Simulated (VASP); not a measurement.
Here is a VASP 6.6.1 calculation.

Contents of INCAR:

```
SYSTEM = HfC
PREC = Accurate ; ENCUT = 520
EDIFF = 1E-6 ; ISMEAR = -1
SIGMA = 0.05 ; LREAL = .False.
LASPH = .True. ; NELM = 80
ALGO = Normal ; ISIF = 2
LWAVE = .False. ; LCHARG = .True.
GGA = PS ; LELF = .True.
LVHAR = .True. ; NBANDS = 14
```

File KPOINTS:

```
Automatic mesh
0
Gamma
  16 16 16
  0 0 0
```

Contents of POSCAR:

```
HfC
1.0
    0.0000000000      2.3036612993      2.3036612993
    2.3036612993      0.0000000000      2.3036612993
    2.3036612993      2.3036612993      0.0000000000
Hf C
1 1
Direct
    0.5000000000      0.5000000000      0.5000000000
    0.0000000000      0.0000000000      0.0000000000
```

Potentials or basis: VASP PAW PBE potentials, release 64 (Hf_pv, C).

Command:

```bash
$ cat potpaw_PBE.64/Hf_pv/POTCAR potpaw_PBE.64/C/POTCAR > POTCAR
$ mpirun -np 1 vasp_std > vasp.out
```

Task: Estimate the pressure.

Result: -0.4 GPa.

Task: What does it give for the band gap on the k mesh?

Result: Zero (bands 7 and 8 overlap by 1.46 eV).

Caveat: the PAW data sets were made with another functional, which shifts forces and pressure a little; spin-orbit coupling is left out, which moves the levels of the heavy elements.
